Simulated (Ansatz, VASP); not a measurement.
# InSb: VASP beside Ansatz

The input INCAR:

```
ALGO = Normal
EDIFF = 1E-6
ENCUT = 520
GGA = PE
ISIF = 2
ISMEAR = 0
LASPH = True
LCHARG = True
LELF = True
LREAL = False
LVHAR = True
LWAVE = False
NBANDS = 16
NELM = 60
PREC = Accurate
SIGMA = 0.15
```

File KPOINTS:

```
k-points
0
Gamma
  18 18 18
```

POSCAR

```
InSb
1.0
    0.0000000000      3.7238711123      2.6327768764
    3.7238711123      0.0000000000      2.6327768764
    3.7238711123      3.7238711123      0.0000000000
In Sb
1 1
Direct
    0.0000000000      0.0000000000      0.0000000000
    0.7500000000      0.7500000000      0.7500000000
```

Input for Ansatz:

```yaml
crystal:
  lattice:
    - [0.0, 3.7238711123, 2.6327768764]
    - [3.7238711123, 0.0, 2.6327768764]
    - [3.7238711123, 3.7238711123, 0.0]
  atoms:
    - { symbol: In, position: [0.0, 0.0, 0.0] }
    - { symbol: Sb, position: [0.75, 0.75, 0.75] }
basis:
  ecutwfc: 420
kpoints:
  mp_grid: { grid: [18, 18, 18] }
hamiltonian:
  xc: pbe
scf:
  occupations: { method: gaussian, width: 0.15 }
output:
  forces: true
  stress: true
  eigenvalues: true
```

Alike in both runs: task single point; functional PBE; k mesh 18 × 18 × 18; occupations gaussian, width 0.15 eV; no spin polarisation.

|  | VASP | Ansatz |
| --- | --- | --- |
| version | VASP 6.6.1 | Ansatz 0.2.0 |
| potentials or method | VASP PAW PBE potentials, release 64 (In_d, Sb), cutoff 520 eV | scalar-relativistic, plane waves, PAW |
| valence electrons in the cell | 18 | 28 |

|  | VASP | Ansatz | Ansatz less VASP |
| --- | --- | --- | --- |
| gap on the k mesh at the Fermi level (eV) | none | none | - |
| pressure (GPa) | -1.4 | -1.4 | +0.02 |
| traceless stress, the component that is largest in VASP (GPa) | 2.67 | 2.68 | +0.005 |

A gap of «none» marks a metal or a gap that the smearing closes. The functional is the same, so the differences come from potentials, cutoffs and numerics. VASP's potentials hold 18 valence electrons a cell and Ansatz's 28, so a difference there can come from the potentials and not from the codes.

Neither program's run includes spin-orbit coupling.
